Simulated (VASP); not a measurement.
Wanted: the native input for a VASP 6.6.1 run.

```
Task                   : single point
Functional             : LDA
Potentials or basis    : VASP PAW LDA potentials, release 64 (Ir, Mo_sv)
Cutoff                 : 520 eV
k mesh                 : 11 × 11 × 11
Occupations            : fermi-dirac, width 0.05 eV
Spin                   : no spin polarisation
Dipole correction      : no
Further INCAR settings : ALGO = Fast; EDIFF = 1e-06; NBANDS = 33
```

The structure of MoIr4 lies in POSCAR:

```
MoIr4
1.0
    1.3508607387      0.7799198112     11.1082148406
   -1.3508607387      0.7799198112     11.1082148406
    0.0000000000     -1.5598396223     11.1082148406
Ir Mo
4 1
Direct
    0.6002889467      0.6002889467      0.6002889467
    0.1993718071      0.1993718071      0.1993718071
    0.8006281929      0.8006281929      0.8006281929
    0.3997110533      0.3997110533      0.3997110533
    0.0000000000      0.0000000000      0.0000000000
```

These files were run (other wordings do the same):

INCAR

```
PREC = Accurate
ENCUT = 520
EDIFF = 1E-6
ISMEAR = -1
SIGMA = 0.05
LREAL = F
LASPH = T
NELM = 100
ALGO = Fast
ISIF = 2
LWAVE = F
LCHARG = F
GGA = CA
NBANDS = 33
```

KPOINTS

```
Automatic mesh
0
Gamma
  11 11 11
```

Potentials or basis: VASP PAW LDA potentials, release 64 (Ir, Mo_sv).

Run with:

```bash
$ cat potpaw_LDA.64/Ir/POTCAR potpaw_LDA.64/Mo_sv/POTCAR > POTCAR
$ mpirun -np 1 vasp_std > vasp.out
```

Results of the run:

| Item | Value |
| --- | --- |
| Pressure | 2.3 GPa |
| Largest force | 0.018 eV/Å |
| Band gap on the k mesh | zero (bands 25 and 26 overlap by 2.60 eV) |

Caveat: spin-orbit coupling is left out, which moves the levels of the heavy elements.

Wall time 60 min on 1 thread of Intel(R) Xeon(R) 6975P-C (Granite Rapids) (shared host), peak memory 0.95 GiB.
